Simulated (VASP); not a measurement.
A run of VASP 6.6.1 is set up as follows.

File POSCAR:

```
Sn
1.0
    0.0000000000      3.1748051060      3.1748051060
    3.1748051060      0.0000000000      3.1748051060
    3.1748051060      3.1748051060      0.0000000000
Sn
2
Direct
    0.0000000000      0.0000000000      0.0000000000
    0.2500000000      0.2500000000      0.2500000000
```

Contents of INCAR.step1:

```
PREC = Accurate
ENCUT = 520
ISMEAR = -1
SIGMA = 0.15
LREAL = F
LASPH = T
NELM = 100
NBANDS = 21
GGA = PE
ALGO = Normal
EDIFF = 1E-4
LWAVE = T
LCHARG = F
```

The input INCAR.step2:

```
PREC = Accurate
ENCUT = 520
EDIFF = 1E-7
ISMEAR = -1
SIGMA = 0.15
LREAL = F
LASPH = T
NELM = 100
ALGO = Normal
ISIF = 2
LWAVE = F
LCHARG = T
METAGGA = R2SCAN
LMIXTAU = T
LELF = T
LVHAR = T
NBANDS = 21
ISTART = 1
```

File KPOINTS:

```
regular mesh
0
Gamma
  6 6 6
```

Potentials or basis: VASP PAW PBE potentials, release 64 (Sn_d).

The run is started by

```bash
$ cat potpaw_PBE.64/Sn_d/POTCAR > POTCAR
$ cp INCAR.step1 INCAR
$ mpirun -np 1 vasp_std > vasp.out
$ cp INCAR.step2 INCAR
$ mpirun -np 1 vasp_std > vasp.out
```

Q: Estimate the pressure.

A: 5.6 GPa.

Q: Estimate the band gap on the k mesh.

A: 0.13 eV, direct.

Caveat: the PAW data sets were made with another functional, which shifts forces and pressure a little; spin-orbit coupling is left out, which moves the levels of the heavy elements. A k mesh can miss the band edges.
